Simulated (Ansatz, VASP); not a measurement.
# Cs in VASP and in Ansatz

```
CELL_PARAMETERS angstrom
0.00000 4.00029 4.00029
4.00029 0.00000 4.00029
4.00029 4.00029 0.00000
ATOMIC_POSITIONS crystal
Cs 0.00000 0.00000 0.00000
```

Alike in both runs: task single point; functional LDA; k mesh 6 × 6 × 6; occupations fermi-dirac, width 0.05 eV; no spin polarisation.

```csv
,VASP,Ansatz
version,VASP 6.6.1,Ansatz 0.2.0
potentials or method,"VASP PAW LDA potentials, release 64 (Cs_sv)",Ansatz PAW
plane-wave cutoff (eV),520,420
valence electrons in the cell,9,9
```

```csv
,VASP,Ansatz,Ansatz less VASP
gap on the k mesh at the Fermi level (eV),none,none,-
pressure (GPa),-0.4,-0.4,+0.01
```

LDA's correlation is that of Perdew and Zunger in VASP and of Perdew and Wang (1992) in Ansatz. A gap of «none» marks a metal or a gap that the smearing closes.

Spin-orbit coupling is off throughout.
